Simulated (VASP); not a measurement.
F, 4 atoms in the cell. It takes space group Cmce (No. 64, orthorhombic). The conventional cell has a = 7.080 Å, b = 4.184 Å, c = 6.376 Å, α = 90.00°, β = 90.00°, γ = 90.00°. F (site symmetry m) has 1 F at 1.43 Å within 1.9 Å. 

| Item | Value |
| --- | --- |
| Program | VASP 6.6.1 |
| Task | single point |
| Functional | PBE |
| Potentials or basis | VASP PAW PBE potentials, release 64 (F) |
| Cutoff | 520 eV |
| k mesh | 4 × 4 × 2 |
| Occupations | gaussian, width 0.01 eV |
| Spin | no spin polarisation |
| Dipole correction | no |
| Further INCAR settings | ALGO = Normal; EDIFF = 1e-06; NBANDS = 22 |

Potentials or basis: VASP PAW PBE potentials, release 64 (F).

Run with:

```sh
$ cat potpaw_PBE.64/F/POTCAR > POTCAR
$ mpirun -np 1 vasp_std > vasp.out
```

Hardware: 1 thread of Intel Xeon 8259CL (shared host).

How long does it take, and how much memory?

Run time: 26 s on 1 thread of Intel Xeon 8259CL, with other jobs on the host, peak memory 0.2 GiB. Counts: scf iterations 12, k points 14.
